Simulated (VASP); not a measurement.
# SiC in VASP: notebook

Runs on SiC. Level: PBE. Tasks: relaxation of cell and atoms, single point.

All numbers are computed with VASP 6.6.1; they aren't measurements. Logs are shortened: lines on timing, memory, paths and dates and some standing lists are left out, and cuts for length are marked.

**1. The cell of the first run**

It takes space group P6_3mc (No. 186, hexagonal). Conventional cell: a = 3.092 Å, b = 3.092 Å, c = 5.074 Å, α = 90.00°, β = 90.00°, γ = 120.00°. Si (site symmetry 3m) has 4 C at 1.89 to 1.91 Å within 2.5 Å. C (site symmetry 3m) has 4 Si at 1.89 to 1.91 Å within 2.5 Å.

**2. Relaxation of cell and atoms, PBE**

File INCAR:

```
SYSTEM = SiC
PREC = Accurate ; ENCUT = 600
EDIFF = 1E-6 ; ISMEAR = 0
SIGMA = 0.02 ; LREAL = .False.
LASPH = .True. ; NELM = 60
ALGO = Normal ; ISIF = 3
LWAVE = .False. ; LCHARG = .False.
GGA = PE ; IBRION = 2
NSW = 100 ; EDIFFG = -0.005
```

File KPOINTS:

```
Automatic mesh
0
Gamma
  12 12 6
  0 0 0
```

File POSCAR:

```
SiC
1.0
    3.0917664104      0.0000000000      0.0000000000
   -1.5458832052      2.6775482539      0.0000000000
    0.0000000000      0.0000000000      5.0740211710
Si C
2 2
Direct
    0.3333333333      0.6666666667      0.0045635315
    0.6666666667      0.3333333333      0.5045635315
    0.3333333333      0.6666666667      0.3804364685
    0.6666666667      0.3333333333      0.8804364685
```

Potentials or basis: VASP PAW PBE potentials, release 64 (Si, C).

Launch:

```bash
> cat potpaw_PBE.64/Si/POTCAR potpaw_PBE.64/C/POTCAR > POTCAR
> mpirun -np 1 vasp_std > vasp.out
```

OUTCAR:

```text
SYSTEM = SiC
   PREC = Accurate
   ENCUT = 600
   EDIFF = 1E-6
   ISMEAR = 0
   LREAL = .False.
   LASPH = .True.
   NELM = 60
   ISIF = 3
   GGA = PE
   IBRION = 2
   NSW = 100
   EDIFFG = -0.005

 ion  position               nearest neighbor table
   1  0.333  0.667  0.005-   4 1.89   4 1.89   4 1.89   3 1.91   2 3.10   2 3.10   2 3.10   2 3.10
                             2 3.10   2 3.10
   2  0.667  0.333  0.505-   3 1.89   3 1.89   3 1.89   4 1.91   1 3.10   1 3.10   1 3.10   1 3.10
                             1 3.10   1 3.10
   3  0.333  0.667  0.380-   2 1.89   2 1.89   2 1.89   1 1.91
   4  0.667  0.333  0.880-   1 1.89   1 1.89   1 1.89   2 1.91

  LATTYP: Found a hexagonal cell.
 ALAT       =     3.0917664104
 C/A-ratio  =     1.6411398849

  Lattice vectors:

 A1 = (   3.0917664104,   0.0000000000,   0.0000000000)
 A2 = (  -1.5458832052,   2.6775482539,   0.0000000000)
 A3 = (   0.0000000000,   0.0000000000,   5.0740211710)

Analysis of symmetry for initial positions (statically):
=====================================================================
 Subroutine PRICEL returns:
 Original cell was already a primitive cell.

 Routine SETGRP: Setting up the symmetry group for a
 hexagonal supercell.

 Subroutine GETGRP returns: Found 12 space group operations
 (whereof  6 operations were pure point group operations)
 out of a pool of 24 trial point group operations.

The static configuration has the point symmetry C_3v.
 The point group associated with its full space group is C_6v.

Analysis of symmetry for dynamics (positions and initial velocities):
=====================================================================
 Subroutine PRICEL returns:
 Original cell was already a primitive cell.

 Routine SETGRP: Setting up the symmetry group for a
 hexagonal supercell.

 Subroutine GETGRP returns: Found 12 space group operations
 (whereof  6 operations were pure point group operations)
 out of a pool of 24 trial point group operations.

The dynamic configuration has the point symmetry C_3v.
 The point group associated with its full space group is C_6v.

 Subroutine INISYM returns: Found 12 space group operations
 (whereof  6 operations are pure point group operations),
 and found     1 'primitive' translations

----------------------------------------------------------------------------------------

                                     Primitive cell

  volume of cell :      42.0045

  direct lattice vectors                    reciprocal lattice vectors
     3.091766410  0.000000000  0.000000000     0.323439700  0.186737998  0.000000000
    -1.545883205  2.677548254  0.000000000     0.000000000  0.373475996  0.000000000
     0.000000000  0.000000000  5.074021171     0.000000000  0.000000000  0.197082347

  length of vectors
     3.091766410  3.091766410  5.074021171     0.373475996  0.373475996  0.197082347

  position of ions in fractional coordinates (direct lattice)
     0.333333333  0.666666667  0.004563531
     0.666666667  0.333333333  0.504563531
     0.333333333  0.666666667  0.380436469
     0.666666667  0.333333333  0.880436469

  ion indices of the primitive-cell ions
   primitive index   ion index
                 1           1
                 2           2
                 3           3
                 4           4

----------------------------------------------------------------------------------------

 KPOINTS: Automatic mesh

Automatic generation of k-mesh.
 Grid dimensions read from file:
 generate k-points for:   12   12    6

 Generating k-lattice:

  Cartesian coordinates                     Fractional coordinates (reciprocal lattice)
     0.026953308  0.015561500  0.000000000     0.083333333  0.000000000  0.000000000
     0.000000000  0.031123000  0.000000000     0.000000000  0.083333333  0.000000000
     0.000000000  0.000000000  0.032847058     0.000000000  0.000000000  0.166666667

  Length of vectors
     0.031123000  0.031123000  0.032847058

  Shift w.r.t. Gamma in fractional coordinates (k-lattice)
     0.000000000  0.000000000  0.000000000

 Subroutine IBZKPT returns following result:
 ===========================================

 Found     76 irreducible k-points:

 Following reciprocal coordinates:
            Coordinates               Weight
  0.000000  0.000000  0.000000      1.000000
  0.083333  0.000000  0.000000      6.000000
  0.166667  0.000000  0.000000      6.000000
  0.250000  0.000000  0.000000      6.000000
  0.333333 -0.000000  0.000000      6.000000
  0.416667  0.000000  0.000000      6.000000
[... 16 lines left out ...]
  0.250000  0.000000  0.166667     12.000000
  0.333333 -0.000000  0.166667     12.000000
 [... further k-points ...]
   k-points           NKPTS =     76   k-points in BZ     NKDIM =     76   number of bands    NBANDS=     12
   number of dos      NEDOS =    301   number of ions     NIONS =      4
   total plane-waves  NPLWV =  32928
   dimension x,y,z NGX =    28 NGY =   28 NGZ =   42
   dimension x,y,z NGXF=    56 NGYF=   56 NGZF=   84
   ions per type =               2   2
   NGX,Y,Z   is equivalent  to a cutoff of  15.06, 15.06, 13.76 a.u.
   NGXF,Y,Z  is equivalent  to a cutoff of  30.11, 30.11, 27.52 a.u.
 SYSTEM =  SiC
   PREC   = accura    normal or accurate (medium, high low for compatibility)
   ISTART =      0    job   : 0-new  1-cont  2-samecut
   ICHARG =      2    charge: 1-file 2-atom 10-const
   ISPIN  =      1    spin polarized calculation?
   LNONCOLLINEAR =      F non collinear calculations
   LSORBIT =      F    spin-orbit coupling
   LASPH  =      T    aspherical Exc in radial PAW
   ENCUT  =  600.0 eV  44.10 Ry    6.64 a.u.   6.18  6.18 10.13*2*pi/ulx,y,z
   NELM   =     60;   NELMIN=  2; NELMDL= -5     # of ELM steps
   EDIFF  = 0.1E-05   stopping-criterion for ELM
   LREAL  =      F    real-space projection
   EDIFFG = -.5E-02   stopping-criterion for IOM
   NSW    =    100    number of steps for IOM
   IBRION =      2    ionic relax: 0-MD 1-quasi-New 2-CG
   NFREE  =      1    steps in history (QN), initial steepest desc. (CG)
   ISIF   =      3    stress and relaxation
   ISYM   =      2    0-nonsym 1-usesym 2-fastsym
   POTIM  = 0.5000    time-step for ionic-motion
   TEBEG  =    0.0;   TEEND  =   0.0 temperature during run
   PSTRESS=    0.0 pullay stress
   NELECT =      16.0000    total number of electrons
   NUPDOWN=      -1.0000    fix difference up-down
   EMIN   =  10.00;   EMAX   =-10.00  energy-range for DOS
   EFERMI =   0.00;   METHOD = LEGACY
   ISMEAR =     0;   SIGMA  =   0.02  broadening in eV -4-tet -1-fermi 0-gaus
   EFERMI_NEDOS =   21; number of points for ismear=-14 and -15
   IALGO  =     38    algorithm
   IMIX   =      4    mixing-type and parameters
     AMIX     =   0.40;   BMIX     =  1.00
     AMIX_MAG =   1.60;   BMIX_MAG =  1.00
  volume/ion in A,a.u.               =      10.50        70.87
  Fermi-wavevector in a.u.,A,eV,Ry     =   1.186723  2.242582 19.161245  1.408312
  Thomas-Fermi vector in A             =   2.322890
   LORBIT       =      0    0 simple, 1 ext, 2 COOP (PROOUT), +10 PAW based schemes
   GGA     = PE    functional components
   LHFCALC =     F    Hartree Fock is set to
   AEXX    =    0.0000 exact exchange contribution
   IVDW    =     0    specifies the selected vdW correction
   LEPSILON=     F    determine dielectric tensor
   LRPA    =     F    only Hartree local field effects (RPA)
 conjugate gradient relaxation of ions
 non-spin polarized calculation
 Gauss-broadening in eV      SIGMA  =   0.02
  energy-cutoff  :      600.00
  volume of cell :       42.00
 maximum number of plane-waves:      1420
 NGX is ok and might be reduce to    28
   NGX = 13   NGY = 13   NGZ = 21

--------------------------------------- Ionic step        1  -------------------------------------------

 number of electron      16.0000000 magnetization

 Free energy of the ion-electron system (eV)
  ---------------------------------------------------
  ext. energy  EPLUGINS =         0.00000000
  ---------------------------------------------------
  free energy    TOTEN  =       -30.11300106 eV

  energy without entropy =      -30.11300106  energy(sigma->0) =      -30.11300106

------------------------ aborting loop because EDIFF is reached ----------------------------------------

  FORCE on cell =-STRESS in cart. coord.  units (eV):
  Direction    XX          YY          ZZ          XY          YZ          ZX
  --------------------------------------------------------------------------------------
  -------------------------------------------------------------------------------------
  Total       -0.0375511     -0.0375511     -0.0400313      0.0000000     -0.0000000      0.0000000
  in kB       -1.4323092     -1.4323092     -1.5269129      0.0000000     -0.0000000      0.0000000
  external PRESSURE =      -1.4638438 kB  Pullay stress =       0.0000000 kB
[... 61 lines left out ...]
  energy  without entropy=      -30.1130037887  energy(sigma->0) =      -30.11300379

--------------------------------------- Ionic step        3  -------------------------------------------

 number of electron      16.0000000 magnetization

 Free energy of the ion-electron system (eV)
  ---------------------------------------------------
  ext. energy  EPLUGINS =         0.00000000
  ---------------------------------------------------
  free energy    TOTEN  =       -30.11301657 eV

  energy without entropy =      -30.11301657  energy(sigma->0) =      -30.11301657

 E-fermi :   8.2200     XC(G=0): -11.2863

 val. band max:        8.0930060972   @ k =   0.0000   0.0000   0.0000
 cond. band min:      10.3957154980   @ k =   0.3333   0.3333   0.0000
 fundamental gap:      2.3027094008
 Fermi energy:         8.2199841262

 k-point     1 :       0.0000    0.0000    0.0000
  band No.  band energies     occupation
      1      -7.3590      2.00000
      2      -3.8468      2.00000
      3      -0.5198      2.00000
      4       6.7833      2.00000
      5       6.7833      2.00000
      6       7.9833      2.00000
      7       8.0930      2.00000
      8       8.0930      2.00000
      9      12.7742      0.00000
     10      14.1470      0.00000
     11      14.6730      0.00000
     12      14.6730      0.00000
[... 331 lines left out ...]
 k-point    24 :       0.3333   -0.0000    0.1667
  band No.  band energies     occupation
      1      -5.4074      2.00000
      2      -2.8895      2.00000
      3       0.8080      2.00000
      4       2.5140      2.00000
      5       3.3376      2.00000
      6       5.2699      2.00000
      7       6.5032      2.00000
      8       6.9948      2.00000
      9      11.4456      0.00000
     10      12.5526      0.00000
     11      14.8276      0.00000
     12      15.8573      0.00000

 [... further k-points ...]

------------------------ aborting loop because EDIFF is reached ----------------------------------------

  FORCE on cell =-STRESS in cart. coord.  units (eV):
  Direction    XX          YY          ZZ          XY          YZ          ZX
  --------------------------------------------------------------------------------------
  -------------------------------------------------------------------------------------
  Total       -0.0001115     -0.0001115      0.0031041     -0.0000000     -0.0000000      0.0000000
  in kB       -0.0042566     -0.0042566      0.1184835     -0.0000000     -0.0000000      0.0000000
  external PRESSURE =       0.0366568 kB  Pullay stress =       0.0000000 kB
[... 19 lines left out ...]
  FREE ENERGIE OF THE ION-ELECTRON SYSTEM (eV)
  ---------------------------------------------------
  free  energy   TOTEN  =       -30.1130165703 eV

  energy  without entropy=      -30.1130165703  energy(sigma->0) =      -30.11301657

 reached required accuracy - stopping structural energy minimisation
```

It took 55 s on 1 thread of Intel Xeon Platinum 8375C at 2.90GHz (Ice Lake), shared host; peak memory 0.2 GiB.

What came out:

* Free energy: -30.1130 eV
* Relaxed volume: 10.49 Å³/atom
* Relaxed cell: a = 3.091 Å, b = 3.091 Å, c = 5.073 Å, α = 90.00°, β = 90.00°, γ = 120.00°
* Space group after relaxing (to 0.05 Å): P6_3mc (No. 186)
* Energy gained by relaxing: 0.0 meV/atom
* Ionic steps: 3
* Pressure after relaxing: 0.0 GPa
* Band gap on the k mesh: 2.30 eV, indirect (least direct gap 3.94 eV)

Final structure:
```
Si C
1.0
     3.09105    0.00000    0.00000
    -1.54553    2.67693    0.00000
     0.00000    0.00000    5.07277
Si C
2 2
Cartesian
  0.0000 1.7846 0.0232
  1.5455 0.8923 2.5596
  0.0000 1.7846 1.9298
  1.5455 0.8923 4.4662
```

A k mesh can miss the band edges.

**3. Single point, PBE (strained)**

File INCAR:

```
PREC = Accurate ; ENCUT = 520
EDIFF = 1E-6 ; ISMEAR = 0
SIGMA = 0.02 ; LREAL = False
LASPH = True ; NELM = 100
ALGO = Normal ; ISIF = 2
LWAVE = False ; LCHARG = False
GGA = PE ; NBANDS = 16
```

File KPOINTS:

```
regular mesh
0
Gamma
  12 12 6
```

File POSCAR:

```
SiC
1.0
    3.0778438053      0.0000000000      0.0000000000
   -1.5389219027      2.6654909244      0.0000000000
    0.0000000000      0.0000000000      4.9753088000
Si C
2 2
Direct
    0.3333333333      0.6666666667      0.0118858954
    0.6666666667      0.3333333333      0.5118858954
    0.3333333333      0.6666666667      0.3731141046
    0.6666666667      0.3333333333      0.8731141046
```

Potentials or basis: VASP PAW PBE potentials, release 64 (Si, C).

Launch:

```bash
> cat potpaw_PBE.64/Si/POTCAR potpaw_PBE.64/C/POTCAR > POTCAR
> mpirun -np 1 vasp_std > vasp.out
```

Run time: 32 s. Hardware: 1 thread of Intel Xeon Platinum 8259CL at 2.50GHz (Skylake/Cascade Lake), shared host; peak memory 0.17 GiB.

Results (log left out):

* Free energy: -29.9357 eV
* Pressure: 7.6 GPa
* Largest force: 1.839 eV/Å
* Band gap on the k mesh: 1.82 eV, indirect (least direct gap 3.70 eV)

Forces on the atoms (eV/Å):
```
Si   0.000  0.000 -1.839
Si   0.000  0.000 -1.839
C    0.000  0.000  1.839
C    0.000  0.000  1.839
```

Stress tensor (GPa, compression positive):
```
 0.64  0.00  0.00
 0.00  0.64  0.00
 0.00  0.00 21.59
```

Levels at points of the mesh, in eV from the valence-band top:
```
           k point  band 4  band 5  band 6  band 7  band 8  band 9  band 10  band 11  band 12  band 13
(0.00, 0.00, 0.00)   -1.45   -1.45   -0.65    0.00    0.00    4.56     6.35     6.48     6.48     7.96
(0.50, 0.00, 0.00)   -6.21   -5.88   -3.77   -3.49   -1.12    2.58     3.94     6.60     6.75    10.13
(0.00, 0.00, 0.50)   -4.73   -0.79   -0.79   -0.79   -0.79    5.74     5.74     7.20     7.20     7.20
(0.50, 0.00, 0.50)   -8.42   -2.65   -2.65   -2.53   -2.53    3.13     3.13     5.38     5.38    10.09
```

Caveat: the cell differs from its parent crystal (strained); forces of over 1 eV/Å act on the atoms, so gaps and moduli don't describe the material at rest.

**4. Single point, PBE (strained and its atoms moved)**

File INCAR:

```
  PREC = Accurate
  ENCUT = 520
  EDIFF = 1E-7
  ISMEAR = 0
  SIGMA = 0.02
  LREAL = False
  LASPH = True
  NELM = 100
  ALGO = Normal
  ISIF = 2
  LWAVE = False
  LCHARG = False
  GGA = PE
  NBANDS = 16
```

KPOINTS is that of step 3.

File POSCAR:

```
SiC
1.0
    3.1815972248      0.0000000000      0.0000000000
   -1.5907986124      2.7553440214      0.0000000000
    0.0000000000      0.0000000000      4.9184178400
Si C
2 2
Direct
    0.3333333333      0.6666666667      0.0297147385
    0.6666666667      0.3333333333      0.5297147385
    0.3333333333      0.6666666667      0.3552852615
    0.6666666667      0.3333333333      0.8552852615
```

Launch:

```bash
> cat potpaw_PBE.64/Si/POTCAR potpaw_PBE.64/C/POTCAR > POTCAR
> mpirun -np 1 vasp_std > vasp.out
```

Wall time 34 s (1 thread of Intel Xeon Platinum 8259CL at 2.50GHz (Skylake/Cascade Lake), shared host); peak memory 0.18 GiB.

The run converged. Its results:

```yaml
Free_energy: -27.7982 eV
Pressure: 12.9 GPa
Largest_force: 9.297 eV/Å
Band_gap_on_the_k_mesh: 1.16 eV, indirect (least direct gap 3.03 eV)
```

Forces in eV/Å, atoms in the order of the input:
```
Si   0.000  0.000 -9.297
Si   0.000  0.000 -9.297
C    0.000  0.000  9.297
C    0.000  0.000  9.297
```

Stress tensor (GPa, compression positive):
```
-19.34   0.00   0.00
  0.00 -19.34   0.00
  0.00   0.00  77.43
```

Levels at points of the mesh, in eV from the valence-band top:
| k point | band 5 | band 6 | band 7 | band 8 | band 9 | band 10 | band 11 | band 12 |
| --- | --- | --- | --- | --- | --- | --- | --- | --- |
| (0.00, 0.00, 0.00) | -1.73 | -1.70 | 0.00 | 0.00 | 3.58 | 5.39 | 5.80 | 5.80 |
| (0.50, 0.00, 0.00) | -5.61 | -4.30 | -3.62 | -0.78 | 2.25 | 3.31 | 5.30 | 6.01 |
| (0.00, 0.00, 0.50) | -0.96 | -0.96 | -0.96 | -0.96 | 4.94 | 4.94 | 6.61 | 6.61 |
| (0.50, 0.00, 0.50) | -2.90 | -2.90 | -2.54 | -2.54 | 2.74 | 2.74 | 5.51 | 5.51 |

Caveat: the cell differs from its parent crystal (strained and its atoms moved); forces of over 1 eV/Å act on the atoms, so gaps and moduli don't describe the material at rest.

**5. Single point, PBE (strained and its atoms moved)**

File INCAR:

```
ALGO = Normal
EDIFF = 1E-6
ENCUT = 520
GGA = PE
ISIF = 2
ISMEAR = 0
LASPH = True
LCHARG = False
LREAL = False
LWAVE = False
NBANDS = 16
NELM = 100
PREC = Accurate
SIGMA = 0.02
```

File KPOINTS:

```
k-points
0
Gamma
  12 12 6
```

File POSCAR:

```
SiC
1.0
    3.0836882019      0.0615199641     -0.0171025500
   -1.4885662492      2.5782830583      0.0000001798
   -0.0280668800     -0.0162040800      5.0143803200
Si C
2 2
Direct
    0.3280740080      0.6640370040      0.0103012966
    0.6635067245      0.3317533622      0.4942840013
    0.3308703783      0.6654351892      0.3963206695
    0.6775488893      0.3387744446      0.8690940327
```

Launch:

```bash
> cat potpaw_PBE.64/Si/POTCAR potpaw_PBE.64/C/POTCAR > POTCAR
> mpirun -np 1 vasp_std > vasp.out
```

It took 88 s on 1 thread of Intel Xeon Platinum 8259CL at 2.50GHz (Skylake/Cascade Lake), shared host; peak memory 0.25 GiB.

The run converged. Its results:

- Free energy: -29.7680 eV
- Pressure: 10.2 GPa
- Largest force: 2.576 eV/Å
- Band gap on the k mesh: 1.78 eV, indirect (least direct gap 3.82 eV)

Forces on the atoms (eV/Å):
```
Si   0.409  0.236 -1.128
Si   0.666  0.384  1.838
C   -0.693 -0.400 -2.449
C   -0.382 -0.220  1.739
```

Stress tensor (GPa, compression positive):
```
 7.02 -9.46  3.46
-9.46 17.94  2.00
 3.46  2.00  5.74
```

Levels at points of the mesh, in eV from the valence-band top:
```tsv
k point	band 4	band 5	band 6	band 7	band 8	band 9	band 10	band 11	band 12	band 13
(0.00, 0.00, 0.00)	-2.22	-1.84	-0.61	-0.45	0.00	4.30	5.67	6.19	6.74	7.35
(0.50, 0.00, 0.00)	-6.94	-6.06	-3.87	-3.55	-1.16	2.90	4.02	7.08	7.34	8.89
(0.00, 0.50, 0.00)	-6.73	-5.86	-4.19	-3.69	-1.81	2.01	3.63	6.17	6.64	9.22
(0.00, 0.00, 0.50)	-4.77	-1.90	-1.64	-1.04	-0.29	5.08	5.68	6.64	7.14	7.24
(0.50, 0.00, 0.50)	-8.75	-3.12	-2.98	-2.66	-1.94	2.88	3.02	4.80	5.37	9.96
(0.00, 0.50, 0.50)	-8.42	-3.67	-2.76	-2.72	-2.66	2.62	2.72	4.59	4.84	9.36
```

Caveat: the cell differs from its parent crystal (strained and its atoms moved); forces of over 1 eV/Å act on the atoms, so gaps and moduli don't describe the material at rest. A k mesh can miss the band edges.

[end of part 1 of 2]
